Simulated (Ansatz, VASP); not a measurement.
**One calculation of Ru, two programs**

The input INCAR:

```
PREC = Accurate
ENCUT = 520
EDIFF = 1E-6
ISMEAR = 0
SIGMA = 0.15
LREAL = False
LASPH = True
NELM = 60
ALGO = Fast
ISIF = 2
LWAVE = False
LCHARG = False
GGA = PS
NBANDS = 21
```

File KPOINTS:

```
Automatic mesh
0
Gamma
  18 18 10
```

File POSCAR:

```
Ru
1.0
    2.6178701703      0.0000000000      0.0000000000
   -1.3089350852      2.2671420713      0.0000000000
    0.0000000000      0.0000000000      4.2523798378
Ru
2
Direct
    0.3233090145      0.6466180290      0.2500000000
    0.6766909855      0.3533819710      0.7500000000
```

Input for Ansatz:

```yaml
crystal:
  lattice:
    - [2.6178701703, 0.0, 0.0]
    - [-1.3089350852, 2.2671420713, 0.0]
    - [0.0, 0.0, 4.2523798378]
  atoms:
    - { symbol: Ru, position: [0.3233090145, 0.646618029, 0.25] }
    - { symbol: Ru, position: [0.6766909855, 0.353381971, 0.75] }
basis:
  ecutwfc: 420
kpoints:
  mp_grid: { grid: [18, 18, 10] }
hamiltonian:
  xc: pbesol
  pseudopotentials: { kind: paw, azcp: { folder: soft_1 } }
scf:
  occupations: { method: gaussian, width: 0.15 }
output:
  forces: true
  stress: true
  eigenvalues: true
```

Change from the starting cell: mode 5 frozen in at -0.047 Å, equal normal strain along x and y -0.0267.

Alike in both runs: task single point; functional PBEsol; k mesh 18 × 18 × 10; occupations gaussian, width 0.15 eV; no spin polarisation.

|  | VASP | Ansatz |
| --- | --- | --- |
| version | VASP 6.6.1 | Ansatz 0.2.0 |
| potentials or method | VASP PAW PBE potentials, release 64 (Ru_pv), cutoff 520 eV | scalar-relativistic, plane waves, PAW |
| valence electrons in the cell | 28 | 32 |

|  | VASP | Ansatz | Ansatz less VASP |
| --- | --- | --- | --- |
| gap on the k mesh at the Fermi level (eV) | none | none | - |
| pressure (GPa) | 21.7 | 21.8 | +0.05 |
| traceless stress, the component that is largest in VASP (GPa) | -9.18 | -9.20 | -0.014 |
| rms of the force components (eV/Å) | 0.447 | 0.448 | +0.0004 |

VASP's potentials were made for PBE, not for PBEsol, and Ansatz warns of the same on its side. Atom by atom the forces differ by 0.000 eV/Å (rms over components). A gap of «none» marks a metal or a gap that the smearing closes. With one functional, cell and mesh, what is left measures potentials, basis and numerics. VASP's potentials hold 28 valence electrons a cell and Ansatz's 32, so a difference there can come from the potentials and not from the codes.
